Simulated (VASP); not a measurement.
Input of a VASP 6.6.1 run:

File POSCAR:

```
CuI
1.0
    2.9815801951      2.9815801951      0.0000000000
   -2.9815801951      2.9815801951      0.0000000000
    0.0000000000      2.9815801951      3.0521862028
Cu I
1 1
Direct
    0.7500000000      0.2500000000      0.5000000000
    0.0000000000      0.0000000000      0.0000000000
```

The input INCAR.step1:

```
SYSTEM = CuI
  PREC = Accurate
  ENCUT = 520
  ISMEAR = 0
  SIGMA = 0.01
  LREAL = .False.
  LASPH = .True.
  NELM = 100
  NBANDS = 16
  GGA = PE
  ALGO = Normal
  EDIFF = 1E-4
  LWAVE = .True.
  LCHARG = .False.
```

Contents of INCAR.step2:

```
SYSTEM = CuI
  PREC = Accurate
  ENCUT = 520
  EDIFF = 1E-7
  ISMEAR = 0
  SIGMA = 0.01
  LREAL = .False.
  LASPH = .True.
  NELM = 100
  ALGO = Normal
  ISIF = 2
  LWAVE = .False.
  LCHARG = .False.
  METAGGA = R2SCAN
  LMIXTAU = .True.
  NBANDS = 16
  ISTART = 1
```

KPOINTS

```
regular mesh
0
Gamma
  6 6 6
  0 0 0
```

Potentials or basis: VASP PAW PBE potentials, release 64 (Cu, I).

Run with:

```bash
$ cat potpaw_PBE.64/Cu/POTCAR potpaw_PBE.64/I/POTCAR > POTCAR
$ cp INCAR.step1 INCAR
$ mpirun -np 1 vasp_std > vasp.out
$ cp INCAR.step2 INCAR
$ mpirun -np 1 vasp_std > vasp.out
```

Problem. Predict the pressure.

Solution. 0.3 GPa.

Problem. Predict the band gap on the k mesh.

Solution. 1.68 eV.

Stress tensor (GPa, compression positive):
```
 0.41  0.00  0.00
 0.00  0.41  0.00
 0.00  0.00 -0.02
```

Caveat: the cell differs from its parent crystal (in-plane strain -0.01, then relaxed in part); the PAW data sets were made with another functional, which shifts forces and pressure a little; spin-orbit coupling is left out, which moves the levels of the heavy elements.
